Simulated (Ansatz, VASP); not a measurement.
## Two plane-wave programs on Ni

```
CELL_PARAMETERS angstrom
0.00000 1.76690 1.76690
1.76690 0.00000 1.76690
1.76690 1.76690 0.00000
ATOMIC_POSITIONS crystal
Ni 0.00000 0.00000 0.00000
```

Alike in both runs: task single point; functional r2SCAN; k mesh 14 × 14 × 14; occupations fermi-dirac, width 0.0005 eV; collinear spin.

|  | VASP | Ansatz |
| --- | --- | --- |
| version | VASP 6.6.1 | Ansatz 0.2.0 |
| potentials or method | VASP PAW PBE potentials, release 64 (Ni), cutoff 520 eV | PAW, plane waves, scalar-relativistic |
| valence electrons in the cell | 10 | 18 |

```csv
,VASP,Ansatz,Ansatz less VASP
pressure (GPa),-8.7,-9.2,-0.45
net moment per atom (μB),0.75,0.77,+0.018
size of the moment on the site where the two differ most (μB),0.78,0.84,+0.061
```

VASP's potentials were made for PBE, not for r2SCAN. Site moments also hang on the region over which each program counts them. VASP's potentials hold 10 valence electrons a cell and Ansatz's 18, so a difference there can come from the potentials and not from the codes. Ansatz's warnings: stability check not made.
